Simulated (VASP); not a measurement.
Wanted: the native input for a VASP 6.6.1 run.

| Item | Value |
| --- | --- |
| Task | single point |
| Functional | PBEsol |
| Potentials or basis | VASP PAW PBE potentials, release 64 (Hg) |
| Cutoff | 520 eV |
| k mesh | 12 × 12 × 12 |
| Occupations | fermi-dirac, width 0.1 eV |
| Spin | no spin polarisation |
| Dipole correction | no |
| Further INCAR settings | ALGO = Normal; EDIFF = 1e-06; NBANDS = 12 |

The structure of Hg lies in POSCAR:

```
Hg
1.0
    2.9461152924      0.0000000000      0.0000000000
    0.0000000000      2.9461152924      0.0000000000
    0.0000000000      0.0000000000      2.9461152924
Hg
1
Direct
    0.0000000000      0.0000000000      0.0000000000
```

One way to write it, as run:

INCAR

```
ALGO = Normal ; EDIFF = 1E-6
ENCUT = 520 ; GGA = PS
ISIF = 2 ; ISMEAR = -1
LASPH = T ; LCHARG = F
LREAL = F ; LWAVE = F
NBANDS = 12 ; NELM = 80
PREC = Accurate ; SIGMA = 0.1
```

KPOINTS

```
k-points
0
Gamma
  12 12 12
```

Potentials or basis: VASP PAW PBE potentials, release 64 (Hg).

Launch:

```console
$ cat potpaw_PBE.64/Hg/POTCAR > POTCAR
$ mpirun -np 1 vasp_std > vasp.out
```

Results of the run:

```
Pressure               : 0.5 GPa
Band gap on the k mesh : zero (bands 6 and 7 overlap by 6.88 eV)
```

Caveat: the PAW data sets were made with another functional, which shifts forces and pressure a little; spin-orbit coupling is left out, which moves the levels of the heavy elements.

Run time: 12 s on 1 thread of Intel(R) Xeon(R) Platinum 8259CL CPU @ 2.50GHz (Skylake/Cascade Lake), on a shared host, peak memory 0.15 GiB.
